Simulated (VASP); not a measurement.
Runs of VASP 6.6.1 on CdS. Symmetry: P3m1, No. 156, trigonal system. Conventional cell: a = 4.261 Å, b = 4.261 Å, c = 5.804 Å, α = 90.00°, β = 90.00°, γ = 120.00°. Within 3.2 Å of Cd (site symmetry 3m) lie 3 S at 2.46 Å. S (site symmetry 3m) has 3 Cd at 2.46 Å within 3.2 Å. 

```tsv
k mesh	gap on the mesh (eV)	pressure (GPa)	largest force (eV/Å)
6 × 6 × 4	1.90	-0.7	0.01
3 × 3 × 2	1.87	-0.5	0.01
4 × 4 × 3	1.89	(a)	0.01
5 × 5 × 3	1.90	-0.7	0.01
```

Alike in all rows: task single point; level r2SCAN; potentials or basis VASP PAW PBE potentials, release 64 (Cd, S); no spin polarisation; cell as given; cutoff (eV) 550; smearing fermi-dirac 0.1 eV.

Q: Fill in the values left out.

A: (a) -0.6.

Caveats: some runs use coarse meshes; the PAW data sets were made with another functional, which shifts forces and pressure a little.

A k mesh can miss the band edges, and the runs leave out spin-orbit coupling on Cd.
